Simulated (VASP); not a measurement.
## Ho2O: relaxation of cell and atoms with PBE

Crystal: Ho2O.

```
CELL_PARAMETERS angstrom
4.15195 0.00000 0.00000
-2.07598 3.59570 0.00000
0.00000 0.00000 8.04143
ATOMIC_POSITIONS crystal
Ho 0.66667 0.33333 0.25000
Ho 0.33333 0.66667 0.75000
Ho 0.00000 0.00000 0.00000
Ho 0.00000 0.00000 0.50000
O 0.00000 0.00000 0.25000
O 0.00000 0.00000 0.75000
```

The cell was generated, and may not be a known phase.

```yaml
Program: VASP 6.6.1
Task: relaxation of cell and atoms
Functional: PBE
Potentials_or_basis: VASP PAW PBE potentials, release 64 (Ho_3, O), 4f in core
Cutoff: 600 eV
k_mesh: 5 × 5 × 2
Occupations: gaussian, width 0.2 eV
Spin: no spin polarisation
Dipole_correction: no
Further_INCAR_settings: ALGO = Normal; EDIFF = 1e-07; IBRION = 2; EDIFFG = -0.08; NSW = 36; ISIF = 3
```

```
Relaxed volume                        : 22.05 Å³/atom
Relaxed cell                          : a = 3.776 Å, b = 3.776 Å, c = 10.717 Å, α = 90.00°, β = 90.00°, γ = 120.00°
Space group after relaxing (to 0.1 Å) : P6_3/mmc (No. 194)
Energy gained by relaxing             : 519.8 meV/atom
Ionic steps                           : 10
Pressure after relaxing               : 0.2 GPa
Band gap on the k mesh                : zero (bands 24 and 25 overlap by 1.49 eV)
```

Stress tensor (GPa, compression positive):
```
 0.57  0.00  0.00
 0.00  0.57  0.00
 0.00  0.00 -0.49
```

Step by step:
| step | energy change (eV) | largest force (eV/Å) | pressure (GPa) | volume (Å³) |
| --- | --- | --- | --- | --- |
| 1 | 0.0000 | 0.0000 | 19.58 | 120.05 |
| 2 | -1.3038 | 0.0000 | -12.02 | 164.27 |
| 3 | -2.1504 | 0.0000 | -4.19 | 141.19 |
| 4 | -2.5699 | 0.0000 | -0.68 | 132.19 |
| 5 | -2.7541 | 0.0000 | 5.73 | 122.40 |
| 6 | -2.8986 | 0.0000 | 6.22 | 122.27 |
| 7 | -2.9031 | 0.0000 | 7.52 | 121.98 |
| 8 | -3.0983 | 0.0000 | 2.29 | 128.98 |
| 9 | -3.1189 | 0.0000 | 0.05 | 132.61 |
| 10 | -3.1190 | 0.0000 | 0.22 | 132.32 |

Final structure:
```
Ho O
1.0
     3.77590    0.00000    0.00000
    -1.88795    3.27002    0.00000
     0.00000    0.00000   10.71657
Ho O
4 2
Direct
  0.66667 0.33333 0.25000
  0.33333 0.66667 0.75000
  0.00000 0.00000 0.00000
  0.00000 0.00000 0.50000
  0.00000 0.00000 0.25000
  0.00000 0.00000 0.75000
```

Levels at points of the mesh, in eV from the Fermi level:
```tsv
k point	band 22	band 23	band 24	band 25	band 26	band 27
(0.00, 0.00, 0.00)	-2.82	-0.68	1.20	1.20	1.44	1.93
(0.00, 0.00, 0.50)	-3.55	0.43	0.43	1.51	1.51	1.51
```

Run time: 8.9 min on 1 thread of Intel(R) Xeon(R) Platinum 8259CL CPU @ 2.50GHz (Skylake/Cascade Lake), with other jobs on the host, peak memory 0.3 GiB.

Caveat: the k points lie up to 0.38 Å⁻¹ apart in the final cell, too coarse for converged energies and pressures of a metal; a cell axis changed by over 15 % at a fixed basis, so the end point is rough; spin-orbit coupling is left out, which moves the levels of the heavy elements; the 4f electrons are frozen in the core, so they carry no moment and show no levels; the run has no spin polarisation, though such a crystal can be magnetic. With open d or f shells a metallic result of PBE can be an artefact of self-interaction; +U or a hybrid may open a gap.
